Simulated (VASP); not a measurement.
# W (I4/mmm) in VASP: notebook, part 2 of 2

VASP 6.6.1. Earlier steps stand in the parts before.

### 4 Single point, PBEsol (uniaxial strain along a: -1.0 %)

Contents of INCAR:

```
  PREC = Accurate
  ENCUT = 520
  EDIFF = 1E-7
  ISMEAR = 0
  SIGMA = 0.1
  LREAL = False
  LASPH = True
  NELM = 100
  ALGO = Fast
  ISIF = 2
  LWAVE = False
  LCHARG = True
  GGA = PS
  LELF = True
  LVHAR = True
  NBANDS = 21
```

Contents of KPOINTS:

```
regular mesh
0
Gamma
  16 16 16
```

Contents of POSCAR:

```
W
1.0
    3.1227846955      0.0000000000      0.0000000000
    0.0000000000      3.1622137952      0.0000000000
    0.0000000000      0.0000000000      3.1622137952
W
2
Direct
    0.0000000000      0.0000000000      0.0000000000
    0.5000000000      0.5000000000      0.5000000000
```

Command:

```
$ cat potpaw_PBE.64/W_sv/POTCAR > POTCAR
$ mpirun -np 1 vasp_std > vasp.out
```

It took 89 s on 1 thread of Intel Xeon 6975P-C (Granite Rapids), shared host; peak memory 0.31 GiB.

Results (log left out):

| Property | Result |
| --- | --- |
| Free energy | -27.6042 eV |
| Pressure | 2.3 GPa |
| Band gap on the k mesh | zero (bands 14 and 15 overlap by 1.40 eV) |

Stress tensor (GPa, compression positive):
```
4.80 0.00 0.00
0.00 1.06 0.00
0.00 0.00 1.06
```

Levels at points of the mesh, in eV from the Fermi level:
```tsv
k point	band 10	band 11	band 12	band 13	band 14	band 15	band 16	band 17	band 18	band 19
(0.00, 0.00, 0.00)	-6.03	-5.99	-1.41	-1.23	-1.23	2.12	2.35	5.24	5.24	5.29
(0.50, 0.00, 0.00)	-5.22	-2.91	-2.91	-0.64	-0.64	-0.64	-0.64	1.29	1.29	3.73
(0.00, 0.50, 0.00)	-5.31	-2.96	-2.96	-0.61	-0.61	-0.48	-0.48	1.38	1.38	3.42
(0.50, 0.50, 0.00)	-6.42	-3.74	-3.74	0.75	0.75	2.21	2.21	3.20	3.20	6.28
(0.00, 0.50, 0.50)	-6.42	-3.56	-3.56	0.65	0.65	1.99	1.99	3.07	3.07	6.25
(0.50, 0.50, 0.50)	-3.06	-3.06	-3.06	-2.97	-2.97	3.25	3.25	3.37	3.37	6.70
```

Caveat: the cell differs from its parent crystal (uniaxial strain along a: -1.0 %); the PAW data sets were made with another functional, which shifts forces and pressure a little; spin-orbit coupling is left out, which moves the levels of the heavy elements.

### 5 Single point, PBEsol (uniaxial strain along a: -2.0 %, then relaxed in part)

Contents of INCAR:

```
PREC     = Accurate       # precision mode
ENCUT    = 520            # plane-wave cutoff, eV
EDIFF    = 1E-6           # SCF threshold, eV
ISMEAR   = 0              # smearing method
SIGMA    = 0.1            # smearing width, eV
LREAL    = False          # projectors in reciprocal space
LASPH    = True           # aspherical terms in the spheres
NELM     = 80             # most SCF steps
ALGO     = Fast           # electronic algorithm
ISIF     = 2              # what is computed and relaxed
LWAVE    = False          # write WAVECAR
LCHARG   = True           # write CHGCAR
GGA      = PS             # functional
LELF     = True           # ELF
LVHAR    = True         
NBANDS   = 21             # bands
```

KPOINTS is that of step 4.

Contents of POSCAR:

```
W
1.0
    3.0912414158      0.0000000000      0.0000000000
    0.0000000000      3.1729627302      0.0000000000
    0.0000000000      0.0000000000      3.1729627302
W
2
Direct
    0.0000000000      0.0000000000      0.0000000000
    0.5000000000      0.5000000000      0.5000000000
```

Potentials or basis: VASP PAW PBE potentials, release 64 (W_sv).

Command:

```
$ cat potpaw_PBE.64/W_sv/POTCAR > POTCAR
$ mpirun -np 1 vasp_std > vasp.out
```

OUTCAR:

```text
PREC = Accurate
   ENCUT = 520
   EDIFF = 1E-6
   ISMEAR = 0
   LREAL = False
   LASPH = True
   NELM = 80
   ISIF = 2
   GGA = PS

 ion  position               nearest neighbor table
   1  0.000  0.000  0.000-   2 2.72   2 2.72   2 2.72   2 2.72   2 2.72   2 2.72   2 2.72   2 2.72

   2  0.500  0.500  0.500-   1 2.72   1 2.72   1 2.72   1 2.72   1 2.72   1 2.72   1 2.72   1 2.72

  LATTYP: Found a simple tetragonal cell.
 ALAT       =     3.1729627302
 C/A-ratio  =     0.9742444771

  Lattice vectors:

[... 211 lines left out ...]
      3     -27.0932      2.00000
      4     -27.0932      2.00000
      5     -27.0114      2.00000
      6     -26.1113      2.00000
[... 565 lines left out ...]
     20      17.1978      0.00000
     21      24.6449      0.00000

 [... further k-points ...]
[... 5 lines left out ...]
  --------------------------------------------------------------------------------------
  -------------------------------------------------------------------------------------
  Total        1.7773250      0.1480741      0.1480741      0.0000000      0.0000000      0.0000000
  in kB       91.4986238      7.6230146      7.6230146      0.0000000      0.0000000      0.0000000
  external PRESSURE =      35.5815510 kB  Pullay stress =       0.0000000 kB

 VOLUME and BASIS-vectors are now :
 -----------------------------------------------------------------------------
  energy-cutoff  :      520.00
  volume of cell :       31.12
      direct lattice vectors                 reciprocal lattice vectors
     3.091241416  0.000000000  0.000000000     0.323494631  0.000000000  0.000000000
     0.000000000  3.172962730  0.000000000     0.000000000  0.315162857  0.000000000
     0.000000000  0.000000000  3.172962730     0.000000000  0.000000000  0.315162857

 POSITION                                       TOTAL-FORCE (eV/Angst)
 -----------------------------------------------------------------------------------
      0.00000      0.00000      0.00000        -0.000000      0.000000      0.000000
      1.54562      1.58648      1.58648         0.000000     -0.000000     -0.000000
 -----------------------------------------------------------------------------------
    total drift:                                0.000000      0.000000     -0.000000

  FREE ENERGIE OF THE ION-ELECTRON SYSTEM (eV)
  ---------------------------------------------------
  free  energy   TOTEN  =       -27.5917080417 eV

  energy  without entropy=      -27.5861649070  energy(sigma->0) =      -27.58893647
```

stdout:

```text
POSCAR found type information on POSCAR W
 POSCAR found :  1 types and       2 ions
 scaLAPACK will be used
 -----------------------------------------------------------------------------
|                                                                             |
|                                                                             |
|     You enforced a specific xc type in the INCAR file but a different       |
|     I HOPE YOU KNOW WHAT YOU ARE DOING!                                     |
|                                                                             |
 -----------------------------------------------------------------------------

 LDA part: xc-table for (Slater+PW92), standard interpolation
 POSCAR, INCAR and KPOINTS ok, starting setup
 FFT: planning ... GRIDC
 FFT: planning ... GRID_SOFT
 FFT: planning ... GRID
 WAVECAR not read
 entering main loop
WARNING in EDDRMM: call to ZHEGV failed, returncode =   8  4     19
WARNING in EDDRMM: call to ZHEGV failed, returncode =   6  3     21
WARNING in EDDRMM: call to ZHEGV failed, returncode =   8  4     20
```

Run time: 81 s. Hardware: 1 thread of Intel Xeon 6975P-C (Granite Rapids), shared host; peak memory 0.3 GiB.

What came out:

- Free energy: -27.5917 eV
- Pressure: 3.6 GPa
- Band gap on the k mesh: zero (bands 14 and 15 overlap by 1.53 eV)

Caveat: the cell differs from its parent crystal (uniaxial strain along a: -2.0 %, then relaxed in part); the cell stands under pressure; the PAW data sets were made with another functional, which shifts forces and pressure a little; spin-orbit coupling is left out, which moves the levels of the heavy elements.

### 6 Single point, PBEsol (uniaxial strain along a: -1.0 %, then relaxed in part)

Contents of INCAR:

```
PREC = Accurate ; ENCUT = 520
EDIFF = 1E-7 ; ISMEAR = 0
SIGMA = 0.1 ; LREAL = F
LASPH = T ; NELM = 80
ALGO = Fast ; ISIF = 2
LWAVE = F ; LCHARG = F
GGA = PS ; NBANDS = 21
```

Contents of KPOINTS:

```
Automatic mesh
0
Gamma
  16 16 16
```

Contents of POSCAR:

```
W
1.0
    3.1227846955      0.0000000000      0.0000000000
    0.0000000000      3.1637222242      0.0000000000
    0.0000000000      0.0000000000      3.1637222242
W
2
Direct
    0.0000000000      0.0000000000      0.0000000000
    0.5000000000      0.5000000000      0.5000000000
```

Potentials or basis: VASP PAW PBE potentials, release 64 (W_sv).

Command:

```
$ cat potpaw_PBE.64/W_sv/POTCAR > POTCAR
$ mpirun -np 1 vasp_std > vasp.out
```

Run time: 88 s. Hardware: 1 thread of Intel Xeon 6975P-C (Granite Rapids), shared host; peak memory 0.31 GiB.

It converged, with:

| Item | Value |
| --- | --- |
| Free energy | -27.6044 eV |
| Pressure | 2.0 GPa |
| Band gap on the k mesh | zero (bands 14 and 15 overlap by 1.40 eV) |

Stress tensor (GPa, compression positive):
```
4.58 0.00 0.00
0.00 0.70 0.00
0.00 0.00 0.70
```

Levels at points of the mesh, in eV from the Fermi level:
```csv
k point,band 12,band 13,band 14,band 15,band 16,band 17
"(0.00, 0.00, 0.00)",-1.41,-1.23,-1.23,2.12,2.36,5.23
"(0.50, 0.00, 0.00)",-2.90,-0.65,-0.65,-0.65,-0.65,1.29
"(0.00, 0.50, 0.00)",-2.95,-0.61,-0.61,-0.47,-0.47,1.38
"(0.50, 0.50, 0.00)",-3.74,0.75,0.75,2.21,2.21,3.20
"(0.00, 0.50, 0.50)",-3.55,0.64,0.64,1.99,1.99,3.06
"(0.50, 0.50, 0.50)",-3.06,-2.97,-2.97,3.24,3.24,3.37
```

Caveat: the cell differs from its parent crystal (uniaxial strain along a: -1.0 %, then relaxed in part); the PAW data sets were made with another functional, which shifts forces and pressure a little; spin-orbit coupling is left out, which moves the levels of the heavy elements.

### 7 The runs side by side

| cell | further INCAR settings | gap on the mesh (eV) | pressure (GPa) |
| --- | --- | --- | --- |
| a = 3.060, b = 3.178, c = 3.178 Å, 2 atoms | ALGO = Fast; EDIFF = 1e-06; NBANDS = 21 | none | 6.1 |
| a = 3.091, b = 3.170, c = 3.170 Å, 2 atoms | ALGO = Fast; EDIFF = 1e-06; NBANDS = 21 | none | 4.2 |
| a = 3.123, b = 3.162, c = 3.162 Å, 2 atoms | ALGO = Fast; EDIFF = 1e-07; NBANDS = 21 | none | 2.3 |
| a = 3.091, b = 3.173, c = 3.173 Å, 2 atoms | ALGO = Fast; EDIFF = 1e-06; NBANDS = 21 | none | 3.6 |
| a = 3.123, b = 3.164, c = 3.164 Å, 2 atoms | ALGO = Fast; EDIFF = 1e-07; NBANDS = 21 | none | 2.0 |

Alike in all rows: task single point; level PBEsol; potentials or basis VASP PAW PBE potentials, release 64 (W_sv); no spin polarisation; k mesh 16 × 16 × 16; cutoff (eV) 520; smearing gaussian 0.1 eV.

Caveats: the PAW data sets were made with another functional, which shifts forces and pressure a little; spin-orbit coupling is left out, which moves the levels of the heavy elements; the cell stands under pressure (at least some runs).

Total energies depend on the potentials used, so only differences within one code and one set of settings carry meaning.
